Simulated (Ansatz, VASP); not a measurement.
## BN in VASP and in Ansatz

The input POSCAR:

```
BN
1.0
    2.5433243829      0.0000000000      0.0000000000
   -1.2716621915      2.2025835257      0.0000000000
    0.0000000000      0.0000000000      4.2068547497
B N
2 2
Direct
    0.3333333333      0.6666666667     -0.0003030979
    0.6666666667      0.3333333333      0.4996969021
    0.3333333333      0.6666666667      0.3743030979
    0.6666666667      0.3333333333      0.8743030979
```

File INCAR.step1:

```
PREC = Accurate ; ENCUT = 520
ISMEAR = 0 ; SIGMA = 0.01
LREAL = False ; LASPH = True
NELM = 60 ; NBANDS = 16
GGA = PE ; ALGO = Normal
EDIFF = 1E-4 ; LWAVE = True
LCHARG = False
```

The input INCAR.step2:

```
PREC = Accurate ; ENCUT = 520
EDIFF = 1E-7 ; ISMEAR = 0
SIGMA = 0.01 ; LREAL = False
LASPH = True ; NELM = 60
ALGO = Normal ; ISIF = 2
LWAVE = False ; LCHARG = True
METAGGA = R2SCAN ; LMIXTAU = True
LELF = True ; LVHAR = True
NBANDS = 16 ; ISTART = 1
```

KPOINTS

```
Automatic mesh
0
Gamma
  12 12 6
```

Input for Ansatz:

```yaml
crystal:
  lattice:
    - [2.5433243829, 0.0, 0.0]
    - [-1.2716621915, 2.2025835257, 0.0]
    - [0.0, 0.0, 4.2068547497]
  atoms:
    - { symbol: B, position: [0.3333333333, 0.6666666667, -0.0003030979] }
    - { symbol: B, position: [0.6666666667, 0.3333333333, 0.4996969021] }
    - { symbol: "N", position: [0.3333333333, 0.6666666667, 0.3743030979] }
    - { symbol: "N", position: [0.6666666667, 0.3333333333, 0.8743030979] }
basis:
  ecutwfc: 500
  xc_grid: 2
kpoints:
  mp_grid: { grid: [12, 12, 6] }
hamiltonian:
  xc: r2scan
  pseudopotentials: { kind: paw, azcp: { folder: soft_1 } }
scf:
  occupations: { method: fixed }
output:
  forces: true
  stress: true
  eigenvalues: true
  polarization: {}
```

Change from the starting cell: polar distortion scaled by 1.00.

Alike in both runs: task single point; functional r2SCAN; k mesh 12 × 12 × 6; no spin polarisation.

|  | VASP | Ansatz |
| --- | --- | --- |
| version | VASP 6.6.1 | Ansatz 0.2.0 |
| potentials or method | VASP PAW PBE potentials, release 64 (B, N), cutoff 520 eV | scalar-relativistic, plane waves, PAW |
| occupations | gaussian, width 0.01 eV | fixed |
| valence electrons in the cell | 16 | 16 |

VASP gave:

```
gap on the k mesh at the Fermi level (eV) : 5.72
least direct gap on the mesh (eV)         : 8.99
pressure (GPa)                            : 1.4
```

Q: Estimate Ansatz's values.

A: gap on the k mesh at the Fermi level (eV): 5.74; least direct gap on the mesh (eV): 9.01; pressure (GPa): 0.0.

VASP's potentials were made for PBE, not for r2SCAN.
